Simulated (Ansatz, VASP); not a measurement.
## One calculation of CsBr, two programs

INCAR

```
PREC = Accurate
ENCUT = 500
EDIFF = 1E-6
ISMEAR = -1
SIGMA = 0.1
LREAL = F
LASPH = T
NELM = 200
ALGO = Normal
ISIF = 2
LWAVE = F
LCHARG = T
MAGMOM = 0 0 0 0 0 0
LORBIT = 11
LSORBIT = T
GGA_COMPAT = F
LORBMOM = T
GGA = CA
LVHAR = T
NBANDS = 28
```

The input KPOINTS:

```
Automatic mesh
0
Gamma
  6 6 6
```

The input POSCAR:

```
CsBr
1.0
    4.2558780000      0.0000000000      0.0000000000
    0.0000000000      4.2558780000      0.0000000000
    0.0000000000      0.0000000000      4.2558780000
Cs Br
1 1
Direct
    0.0000000000      0.0000000000      0.0000000000
    0.5000000000      0.5000000000      0.5000000000
```

Input for Ansatz:

```yaml
crystal:
  lattice:
    - [4.255878, 0.0, 0.0]
    - [0.0, 4.255878, 0.0]
    - [0.0, 0.0, 4.255878]
  atoms:
    - { symbol: Cs, position: [0.0, 0.0, 0.0] }
    - { symbol: Br, position: [0.5, 0.5, 0.5] }
  symmetry: { tolerance: 0.0003 }
kpoints:
  mp_grid: { grid: [6, 6, 6], shift: [0, 0, 0] }
  band_path:
    path:
      - [0.0, 0.0, 0.0]
      - [0.0, 0.5, 0.0]
      - [0.5, 0.5, 0.0]
      - [0.0, 0.0, 0.0]
      - [0.5, 0.5, 0.5]
      - [0.0, 0.5, 0.0]
      - [0.5, 0.5, 0.5]
      - [0.5, 0.5, 0.0]
    npoints: 8
magnetization:
  noncollinear: true
  spin_orbit: true
scf:
  occupations: { method: fermi_dirac }
  lower_state_search: "off"
  max_iter: 200
hamiltonian:
  pseudopotentials: { kind: paw_fr }
  xc: lda
basis:
  ecutwfc: 420
  fft_grid_basis: typed
output:
  forces: true
  stress: true
  eigenvalues: true
  bader: true
  populations: true
  elf: true
  write_potential: true
  volumetric_format: npy
  dos:
    e_range: [-12, 8]
    de: 0.05
    projected: { site_lists: { Br: [Br], Cs: [Cs] } }
    method: { smearing: { sigma: 0.1, scheme: gaussian } }
checkpoint:
  read: saved_state
```

Alike in both runs: task single point; functional LDA; k mesh 6 × 6 × 6; non-collinear spin, spin-orbit coupling.

|  | VASP | Ansatz |
| --- | --- | --- |
| version | VASP 6.6.1 | Ansatz 0.2.0 |
| potentials or method | VASP PAW LDA potentials, release 64 (Cs_sv, Br), cutoff 500 eV | PAW plane waves |
| occupations | fermi-dirac, width 0.1 eV | fermi-dirac |
| valence electrons in the cell | 16 | 16 |

Ansatz gave:

```
pressure (GPa) : -1.4
```

Problem. Which values does VASP return?

Solution. Pressure (GPa): -1.3.

LDA's correlation is that of Perdew and Zunger in VASP and of Perdew and Wang (1992) in Ansatz.
